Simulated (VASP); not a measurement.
The system is TmSb2Cl2.

```
Tm Sb Cl
1.0
     4.91476    0.00000    0.00000
    -2.45738    4.25631    0.00000
     0.00000    0.00000    7.71447
Tm Sb Cl
1 2 2
Direct
  0.00000 0.00000 0.00000
  0.33333 0.66667 0.64590
  0.66667 0.33333 0.35410
  0.33333 0.66667 0.25850
  0.66667 0.33333 0.74150
```

The cell was generated, and may not be a known phase.

| Quantity | Value |
| --- | --- |
| Program | VASP 6.6.1 |
| Task | relaxation of cell and atoms |
| Functional | PBE |
| Potentials or basis | VASP PAW PBE potentials, release 64 (Tm_3, Sb, Cl), 4f in core |
| Cutoff | 500 eV |
| k mesh | 6 × 6 × 2 |
| Occupations | gaussian, width 0.1 eV |
| Spin | no spin polarisation |

At the start: pressure -1.6 GPa; volume 32.28 Å³/atom.

Q: How do energy, volume and symmetry change on relaxing?

A: Over 49 steps the energy falls by 1405.6 meV/atom and the volume is 31.03 Å³/atom (-3.9 %); space group P-3m1 (No. 164, to 0.1 Å) before and after.

The path:
```tsv
step	energy change (eV)	largest force (eV/Å)	pressure (GPa)	volume (Å³)
1	0.0000	2.0904	-1.61	161.38
3	-1.9727	2.5645	1.55	132.94
5	-2.0904	2.5272	4.38	124.96
7	-2.1655	2.5712	7.27	119.44
9	-2.9534	3.3636	7.49	118.44
11	-3.9113	2.7621	4.65	124.39
13	-4.4536	1.9497	-3.07	144.75
15	-5.7962	1.1179	-0.56	140.05
17	-5.9984	0.8843	1.64	138.26
19	-6.1621	0.7348	0.76	144.26
21	-6.2366	0.5007	-0.69	153.70
23	-6.4768	0.6969	1.68	147.11
25	-6.5306	1.1537	3.55	139.30
27	-6.3308	1.0809	4.17	127.37
29	-6.3388	0.9969	-0.40	129.33
31	-6.4200	1.5840	1.77	128.41
33	-6.5222	1.1919	1.56	130.26
35	-6.8856	0.5107	1.54	138.77
37	-6.9569	0.1435	1.97	142.75
39	-6.9619	0.4643	2.05	143.88
41	-7.0020	0.2946	-0.11	150.65
43	-7.0184	0.1907	-0.06	151.61
45	-7.0232	0.0486	0.38	151.95
47	-7.0267	0.0089	0.12	153.91
49	-7.0279	0.0135	-0.06	155.15
```

Final structure:
```
Tm Sb Cl
1.0
     3.94528    0.00000    0.00000
    -1.97264    3.41671    0.00000
     0.00000    0.00000   11.50975
Tm Sb Cl
1 2 2
Direct
  0.00000 0.00000 0.00000
  0.33333 0.66667 0.57408
  0.66667 0.33333 0.42592
  0.33333 0.66667 0.12960
  0.66667 0.33333 0.87040
```

Caveat: the k points lie up to 0.31 Å⁻¹ apart in the final cell, too coarse for converged energies and pressures of a metal; a cell axis changed by over 15 % at a fixed basis, so the end point is rough; this functional lacks dispersion, which binds layers or chains, so the pressure and a relaxed spacing across them are unreliable; an odd number of electrons without spin polarisation forces a metal; a magnetic or distorted state may lie lower; the run has no spin polarisation, though such a crystal can be magnetic.
